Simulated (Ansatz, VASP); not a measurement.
**Re: VASP beside Ansatz**

The input INCAR:

```
SYSTEM = Re
PREC = Accurate ; ENCUT = 520
EDIFF = 1E-6 ; ISMEAR = 0
SIGMA = 0.15 ; LREAL = .False.
LASPH = .True. ; NELM = 100
ALGO = Fast ; ISIF = 2
LWAVE = .False. ; LCHARG = .False.
GGA = PS ; NBANDS = 10
```

File KPOINTS:

```
regular mesh
0
Gamma
  20 20 20
  0 0 0
```

Contents of POSCAR:

```
Re
1.0
    0.0000000000      1.8170000000      1.8170000000
    1.8170000000      0.0000000000      1.8170000000
    1.8170000000      1.8170000000      0.0000000000
Re
1
Direct
    0.0000000000      0.0000000000      0.0000000000
```

Input for Ansatz:

```yaml
crystal:
  lattice:
    - [0.0, 1.817, 1.817]
    - [1.817, 0.0, 1.817]
    - [1.817, 1.817, 0.0]
  atoms:
    - { symbol: Re, position: [0.0, 0.0, 0.0] }
basis:
  ecutwfc: 420
kpoints:
  mp_grid: { grid: [20, 20, 20] }
hamiltonian:
  xc: pbesol
scf:
  occupations: { method: gaussian, width: 0.15 }
output:
  forces: true
  stress: true
  eigenvalues: true
```

Change from the starting cell: strain -0.080 along x and y, -0.080 along z, atoms carried along.

Alike in both runs: task single point; functional PBEsol; k mesh 20 × 20 × 20; occupations gaussian, width 0.15 eV; no spin polarisation.

```csv
,VASP,Ansatz
version,VASP 6.6.1,Ansatz 0.2.0
potentials or method,"VASP PAW PBE potentials, release 64 (Re), cutoff 520 eV","scalar-relativistic, plane waves, PAW"
valence electrons in the cell,7,15
```

|  | VASP | Ansatz | Ansatz less VASP |
| --- | --- | --- | --- |
| gap on the k mesh at the Fermi level (eV) | none | none | - |
| pressure (GPa) | 120.8 | 117.1 | -3.72 |

VASP's potentials were made for PBE, not for PBEsol. A gap of «none» marks a metal or a gap that the smearing closes. Both programs put the cell under a high pressure, so it lies far from rest at this level. VASP's potentials hold 7 valence electrons a cell and Ansatz's 15, so a difference there can come from the potentials and not from the codes.

Neither program's run includes spin-orbit coupling. Noted on VASP's run: the cell as given lies far from equilibrium.
